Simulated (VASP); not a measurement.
# CdI2 (P-3m1) in VASP: single point with PBE

Aim: the single point of CdI2 with PBE.

Program: VASP 6.6.1. These are calculated values, not measurements. Logs are shortened: lines on timing, memory, paths and dates and some standing lists are left out, and cuts for length are marked.

**1. The cell of the first run**

Symmetry: P-3m1, No. 164, trigonal system. Conventional cell: a = 4.249 Å, b = 4.249 Å, c = 34.431 Å, α = 90.00°, β = 90.00°, γ = 120.00°. Cd (site symmetry 3m) has 6 I at 2.99 to 3.00 Å within 3.9 Å. Within 3.9 Å of Cd (site symmetry 3m) lie 6 I at 2.99 to 3.00 Å. Cd (site symmetry -3m) has 6 I at 3.00 Å within 3.9 Å. Within 3.9 Å of I (site symmetry 3m) lie 3 Cd at 3.00 Å. Within 3.9 Å of I (site symmetry 3m) lie 3 Cd at 3.00 Å. Within 3.9 Å of I (site symmetry 3m) lie 3 Cd at 2.99 Å. I (site symmetry 3m) has 3 Cd at 3.00 Å within 3.9 Å. I (site symmetry 3m) has 3 Cd at 2.99 Å within 3.9 Å.

**2. Single point, PBE**

Contents of INCAR:

```
SYSTEM = CdI2
ALGO     = Normal         ! electronic algorithm
EDIFF    = 1E-6           ! SCF threshold, eV
ENCUT    = 500            ! plane-wave cutoff, eV
GGA      = PE             ! functional
GGA_COMPAT= .FALSE.      
ISIF     = 2              ! what is computed and relaxed
ISMEAR   = -1             ! smearing method
KPAR     = 4            
LASPH    = .TRUE.         ! aspherical terms in the spheres
LCHARG   = .TRUE.         ! write CHGCAR
LREAL    = .FALSE.        ! projectors in reciprocal space
LVHAR    = .TRUE.       
LWAVE    = .FALSE.        ! write WAVECAR
NBANDS   = 78             ! bands
NELM     = 120            ! most SCF steps
PREC     = Accurate       ! precision mode
SIGMA    = 0.02           ! smearing width, eV
```

Contents of KPOINTS:

```
k-points
0
G
  12 12 2
  0 0 0
```

Contents of POSCAR:

```
CdI2
1.0
    4.2487582184      0.0000000000      0.0000000000
   -2.1243791092      3.6795325517      0.0000000000
    0.0000000000      0.0000000000     34.4312534293
Cd I
5 10
Direct
    0.6666666667      0.3333333333      0.7999740059
    0.0000000000      0.0000000000      0.3999843034
    0.3333333333      0.6666666667      0.2000259941
    0.0000000000      0.0000000000      0.6000156966
    0.0000000000      0.0000000000      0.0000000000
    0.6666666667      0.3333333333      0.9500885714
    0.3333333333      0.6666666667      0.0499114286
    0.6666666667      0.3333333333      0.1501119443
    0.3333333333      0.6666666667      0.4498852121
    0.3333333333      0.6666666667      0.8498880557
    0.6666666667      0.3333333333      0.3500710938
    0.0000000000      0.0000000000      0.7500709713
    0.3333333333      0.6666666667      0.6499289062
    0.6666666667      0.3333333333      0.5501147879
    0.0000000000      0.0000000000      0.2499290287
```

Potentials or basis: VASP PAW PBE potentials, release 64 (Cd, I).

Started as:

```
cat potpaw_PBE.64/Cd/POTCAR potpaw_PBE.64/I/POTCAR > POTCAR
mpirun -np 4 vasp_std > vasp.out
```

OUTCAR:

```text
SYSTEM = CdI2
   EDIFF = 1E-6
   ENCUT = 500
   GGA = PE
   ISIF = 2
   ISMEAR = -1
   LASPH = .TRUE.
   LREAL = .FALSE.
   NELM = 120
   PREC = Accurate

 ion  position               nearest neighbor table
   1  0.667  0.333  0.800-  12 2.99  12 2.99  12 2.99  10 3.00  10 3.00  10 3.00
   2  0.000  0.000  0.400-   9 2.99   9 2.99   9 2.99  11 3.00  11 3.00  11 3.00
   3  0.333  0.667  0.200-  15 2.99  15 2.99  15 2.99   8 3.00   8 3.00   8 3.00
   4  0.000  0.000  0.600-  14 2.99  14 2.99  14 2.99  13 3.00  13 3.00  13 3.00
   5  0.000  0.000  0.000-   6 3.00   7 3.00   6 3.00   7 3.00   6 3.00   7 3.00
   6  0.667  0.333  0.950-   5 3.00   5 3.00   5 3.00
   7  0.333  0.667  0.050-   5 3.00   5 3.00   5 3.00
   8  0.667  0.333  0.150-   3 3.00   3 3.00   3 3.00
   9  0.333  0.667  0.450-   2 2.99   2 2.99   2 2.99
  10  0.333  0.667  0.850-   1 3.00   1 3.00   1 3.00
  11  0.667  0.333  0.350-   2 3.00   2 3.00   2 3.00
  12  0.000  0.000  0.750-   1 2.99   1 2.99   1 2.99
  13  0.333  0.667  0.650-   4 3.00   4 3.00   4 3.00
  14  0.667  0.333  0.550-   4 2.99   4 2.99   4 2.99
  15  0.000  0.000  0.250-   3 2.99   3 2.99   3 2.99

  LATTYP: Found a hexagonal cell.
 ALAT       =     4.2487582184
 C/A-ratio  =     8.1038392065

  Lattice vectors:

 A1 = (   4.2487582184,   0.0000000000,   0.0000000000)
 A2 = (  -2.1243791092,   3.6795325517,   0.0000000000)
 A3 = (   0.0000000000,   0.0000000000,  34.4312534293)

Analysis of symmetry for initial positions (statically):
=====================================================================
 Subroutine PRICEL returns:
 Original cell was already a primitive cell.

 Routine SETGRP: Setting up the symmetry group for a
 hexagonal supercell.

 Subroutine GETGRP returns: Found 12 space group operations
 (whereof 12 operations were pure point group operations)
 out of a pool of 24 trial point group operations.

The static configuration has the point symmetry D_3d.

Analysis of symmetry for dynamics (positions and initial velocities):
=====================================================================
 Subroutine PRICEL returns:
 Original cell was already a primitive cell.

 Routine SETGRP: Setting up the symmetry group for a
 hexagonal supercell.

 Subroutine GETGRP returns: Found 12 space group operations
 (whereof 12 operations were pure point group operations)
 out of a pool of 24 trial point group operations.

The dynamic configuration has the point symmetry D_3d.

 Subroutine INISYM returns: Found 12 space group operations
 (whereof 12 operations are pure point group operations),
 and found     1 'primitive' translations

----------------------------------------------------------------------------------------

                                     Primitive cell

  volume of cell :     538.2791

  direct lattice vectors                    reciprocal lattice vectors
     4.248758218  0.000000000  0.000000000     0.235362887  0.135886826  0.000000000
    -2.124379109  3.679532552  0.000000000     0.000000000  0.271773652  0.000000000
     0.000000000  0.000000000 34.431253429     0.000000000  0.000000000  0.029043381

  length of vectors
     4.248758218  4.248758218 34.431253429     0.271773652  0.271773652  0.029043381

  position of ions in fractional coordinates (direct lattice)
     0.666666667  0.333333333  0.799974006
     0.000000000  0.000000000  0.399984303
     0.333333333  0.666666667  0.200025994
     0.000000000  0.000000000  0.600015697
     0.000000000  0.000000000  0.000000000
     0.666666667  0.333333333  0.950088571
     0.333333333  0.666666667  0.049911429
     0.666666667  0.333333333  0.150111944
     0.333333333  0.666666667  0.449885212
     0.333333333  0.666666667  0.849888056
     0.666666667  0.333333333  0.350071094
     0.000000000  0.000000000  0.750070971
     0.333333333  0.666666667  0.649928906
     0.666666667  0.333333333  0.550114788
     0.000000000  0.000000000  0.249929029

  ion indices of the primitive-cell ions
   primitive index   ion index
                 1           1
                 2           2
                 3           3
                 4           4
                 5           5
                 6           6
                 7           7
                 8           8
                 9           9
                10          10
                11          11
                12          12
                13          13
                14          14
                15          15

----------------------------------------------------------------------------------------

 KPOINTS: k-points

Automatic generation of k-mesh.
 Grid dimensions read from file:
 generate k-points for:   12   12    2

 Generating k-lattice:

  Cartesian coordinates                     Fractional coordinates (reciprocal lattice)
     0.019613574  0.011323902  0.000000000     0.083333333  0.000000000  0.000000000
     0.000000000  0.022647804  0.000000000     0.000000000  0.083333333  0.000000000
     0.000000000  0.000000000  0.014521690     0.000000000  0.000000000  0.500000000

  Length of vectors
     0.022647804  0.022647804  0.014521690

  Shift w.r.t. Gamma in fractional coordinates (k-lattice)
     0.000000000  0.000000000  0.000000000

 Subroutine IBZKPT returns following result:
 ===========================================

 Found     38 irreducible k-points:

 Following reciprocal coordinates:
            Coordinates               Weight
  0.000000  0.000000  0.000000      1.000000
  0.083333  0.000000  0.000000      6.000000
  0.166667 -0.000000  0.000000      6.000000
  0.250000  0.000000  0.000000      6.000000
  0.333333 -0.000000  0.000000      6.000000
  0.416667  0.000000  0.000000      6.000000
[... 16 lines left out ...]
  0.250000  0.000000  0.500000      6.000000
  0.333333 -0.000000  0.500000      6.000000
 [... further k-points ...]
   k-points           NKPTS =     38   k-points in BZ     NKDIM =     38   number of bands    NBANDS=     78
   number of dos      NEDOS =    301   number of ions     NIONS =     15
   total plane-waves  NPLWV = 258048
   dimension x,y,z NGX =    32 NGY =   32 NGZ =  252
   dimension x,y,z NGXF=    64 NGYF=   64 NGZF=  504
   ions per type =               5  10
   NGX,Y,Z   is equivalent  to a cutoff of  12.52, 12.52, 12.17 a.u.
   NGXF,Y,Z  is equivalent  to a cutoff of  25.04, 25.04, 24.33 a.u.
 SYSTEM =  CdI2
   PREC   = accura    normal or accurate (medium, high low for compatibility)
   ISTART =      0    job   : 0-new  1-cont  2-samecut
   ICHARG =      2    charge: 1-file 2-atom 10-const
   ISPIN  =      1    spin polarized calculation?
   LNONCOLLINEAR =      F non collinear calculations
   LSORBIT =      F    spin-orbit coupling
   LASPH  =      T    aspherical Exc in radial PAW
   ENCUT  =  500.0 eV  36.75 Ry    6.06 a.u.   7.75  7.75 62.78*2*pi/ulx,y,z
   NELM   =    120;   NELMIN=  2; NELMDL= -5     # of ELM steps
   EDIFF  = 0.1E-05   stopping-criterion for ELM
   LREAL  =      F    real-space projection
   EDIFFG = 0.1E-04   stopping-criterion for IOM
   NSW    =      0    number of steps for IOM
   IBRION =     -1    ionic relax: 0-MD 1-quasi-New 2-CG
   NFREE  =      0    steps in history (QN), initial steepest desc. (CG)
   ISIF   =      2    stress and relaxation
   ISYM   =      2    0-nonsym 1-usesym 2-fastsym
   POTIM  = 0.5000    time-step for ionic-motion
   TEBEG  =    0.0;   TEEND  =   0.0 temperature during run
   PSTRESS=    0.0 pullay stress
   NELECT =     130.0000    total number of electrons
   NUPDOWN=      -1.0000    fix difference up-down
   EMIN   =  10.00;   EMAX   =-10.00  energy-range for DOS
   EFERMI =   0.00;   METHOD = LEGACY
   ISMEAR =    -1;   SIGMA  =   0.02  broadening in eV -4-tet -1-fermi 0-gaus
   EFERMI_NEDOS =   21; number of points for ismear=-14 and -15
   IALGO  =     38    algorithm
   IMIX   =      4    mixing-type and parameters
     AMIX     =   0.40;   BMIX     =  1.00
     AMIX_MAG =   1.60;   BMIX_MAG =  1.00
  volume/ion in A,a.u.               =      35.89       242.17
  Fermi-wavevector in a.u.,A,eV,Ry     =   1.019499  1.926574 14.141598  1.039378
  Thomas-Fermi vector in A             =   2.153016
   LORBIT       =      0    0 simple, 1 ext, 2 COOP (PROOUT), +10 PAW based schemes
   GGA     = PE    functional components
   LHFCALC =     F    Hartree Fock is set to
   AEXX    =    0.0000 exact exchange contribution
   IVDW    =     0    specifies the selected vdW correction
   LEPSILON=     F    determine dielectric tensor
   LRPA    =     F    only Hartree local field effects (RPA)
 non-spin polarized calculation
  energy-cutoff  :      500.00
  volume of cell :      538.28
 maximum number of plane-waves:     13746
 NGX is ok and might be reduce to    32
   NGX = 15   NGY = 15   NGZ =125

 number of electron     129.9999991 magnetization

 Free energy of the ion-electron system (eV)
  ---------------------------------------------------
  ext. energy  EPLUGINS =         0.00000000
  ---------------------------------------------------
  free energy    TOTEN  =       -27.47063144 eV

  energy without entropy =      -27.47063144  energy(sigma->0) =      -27.47063144

 E-fermi :   2.4165     XC(G=0):  -8.5442

 val. band max:        1.9718556225   @ k =   0.1667  -0.0000   0.0000
 cond. band min:       4.2462330383   @ k =   0.5000   0.0000   0.5000
 fundamental gap:      2.2743774158
 Fermi energy:         2.4165458407

 k-point     1 :       0.0000    0.0000    0.0000
  band No.  band energies     occupation
      1     -10.1329      2.00000
      2     -10.0885      2.00000
      3     -10.0866      2.00000
      4      -9.9907      2.00000
      5      -9.9832      2.00000
      6      -9.6294      2.00000
[... 69 lines left out ...]
     76       8.1344      0.00000
     77       8.1386      0.00000
[... 1838 lines left out ...]
     76       8.1723      0.00000
     77       8.1904      0.00000

 [... further k-points ...]

 [bands above 77 left out]

------------------------ aborting loop because EDIFF is reached ----------------------------------------

  FORCE on cell =-STRESS in cart. coord.  units (eV):
  Direction    XX          YY          ZZ          XY          YZ          ZX
  --------------------------------------------------------------------------------------
  -------------------------------------------------------------------------------------
  Total        5.7828534      5.7828534      5.5674897     -0.0000000      0.0000000      0.0000000
  in kB       17.2125520     17.2125520     16.5715261     -0.0000000      0.0000000      0.0000000
  external PRESSURE =      16.9988767 kB  Pullay stress =       0.0000000 kB

 VOLUME and BASIS-vectors are now :
 -----------------------------------------------------------------------------
  energy-cutoff  :      500.00
  volume of cell :      538.28
      direct lattice vectors                 reciprocal lattice vectors
     4.248758218  0.000000000  0.000000000     0.235362887  0.135886826  0.000000000
    -2.124379109  3.679532552  0.000000000     0.000000000  0.271773652  0.000000000
     0.000000000  0.000000000 34.431253429     0.000000000  0.000000000  0.029043381

 POSITION                                       TOTAL-FORCE (eV/Angst)
 -----------------------------------------------------------------------------------
      2.12438      1.22651     27.54411         0.000000     -0.000000     -0.000003
      0.00000      0.00000     13.77196        -0.000000      0.000000      0.000384
     -0.00000      2.45302      6.88715        -0.000000      0.000000      0.000003
      0.00000      0.00000     20.65929        -0.000000     -0.000000     -0.000384
      0.00000      0.00000      0.00000        -0.000000      0.000000     -0.000000
      2.12438      1.22651     32.71274        -0.000000     -0.000000     -0.089855
     -0.00000      2.45302      1.71851         0.000000      0.000000      0.089855
      2.12438      1.22651      5.16854         0.000000     -0.000000     -0.090669
     -0.00000      2.45302     15.49011         0.000000      0.000000      0.091105
     -0.00000      2.45302     29.26271        -0.000000      0.000000      0.090669
      2.12438      1.22651     12.05339         0.000000      0.000000     -0.090901
      0.00000      0.00000     25.82588        -0.000000      0.000000     -0.089144
     -0.00000      2.45302     22.37787         0.000000     -0.000000      0.090901
      2.12438      1.22651     18.94114        -0.000000     -0.000000     -0.091105
      0.00000      0.00000      8.60537        -0.000000     -0.000000      0.089144
 -----------------------------------------------------------------------------------
    total drift:                               -0.000000      0.000000      0.000000

  FREE ENERGIE OF THE ION-ELECTRON SYSTEM (eV)
  ---------------------------------------------------
  free  energy   TOTEN  =       -27.4706314450 eV

  energy  without entropy=      -27.4706314449  energy(sigma->0) =      -27.47063144
```

Wall time 7.5 min (4 MPI ranks of AMD EPYC 9R45 (Zen 5), shared host); peak memory 1.3 GiB.

What came out:

| Quantity | Value |
| --- | --- |
| Free energy | -27.4706 eV |
| Pressure | 1.7 GPa |
| Largest force | 0.091 eV/Å |
| Band gap on the k mesh | 2.27 eV (least direct gap 2.43 eV) |

Forces on the atoms (eV/Å):
```
Cd   0.000  0.000  0.000
Cd   0.000  0.000  0.000
Cd   0.000  0.000  0.000
Cd   0.000  0.000  0.000
Cd   0.000  0.000  0.000
I    0.000  0.000 -0.090
I    0.000  0.000  0.090
I    0.000  0.000 -0.091
I    0.000  0.000  0.091
I    0.000  0.000  0.091
I    0.000  0.000 -0.091
I    0.000  0.000 -0.089
I    0.000  0.000  0.091
I    0.000  0.000 -0.091
I    0.000  0.000  0.089
```

Caveat: spin-orbit coupling is left out, which moves the levels of the heavy elements; this functional lacks dispersion, which binds the layers, so the pressure and a relaxed spacing across them are unreliable. A k mesh can miss the band edges.
